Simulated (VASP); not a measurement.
Runs of VASP 6.6.1 on MoS2. The structure is that of space group P-6m2 (No. 187), or close to it. The cells are those of the table. 

| cell | gap on the mesh (eV) | largest force (eV/Å) |
| --- | --- | --- |
| a = 3.184, b = 3.184, c = 17.335 Å, angles 90.0, 90.0, 120.0°, 3 atoms | 1.60 | (b) |
| a = 3.120, b = 3.120, c = 17.335 Å, angles 90.0, 90.0, 120.0°, 3 atoms | 1.87 | (a) |
| a = 3.248, b = 3.248, c = 17.335 Å, angles 90.0, 90.0, 120.0°, 3 atoms | 1.27 | 0.51 |
| a = 3.152, b = 3.152, c = 17.335 Å, angles 90.0, 90.0, 120.0°, 3 atoms | (c) | 0.07 |
| a = 3.216, b = 3.216, c = 17.335 Å, angles 90.0, 90.0, 120.0°, 3 atoms | 1.43 | 0.34 |

Alike in all rows: task single point; level PBEsol; potentials or basis VASP PAW PBE potentials, release 64 (Mo_sv, S); no spin polarisation; k mesh 12 × 12 × 2; cutoff (eV) 520; smearing methfessel-paxton 0.1 eV.

Question: Fill in the values left out.

Answer: (a) 0.28; (b) 0.15; (c) 1.76.

Caveats: the PAW data sets were made with another functional, which shifts forces and pressure a little.

A k mesh can miss the band edges, and the runs leave out spin-orbit coupling on Mo.
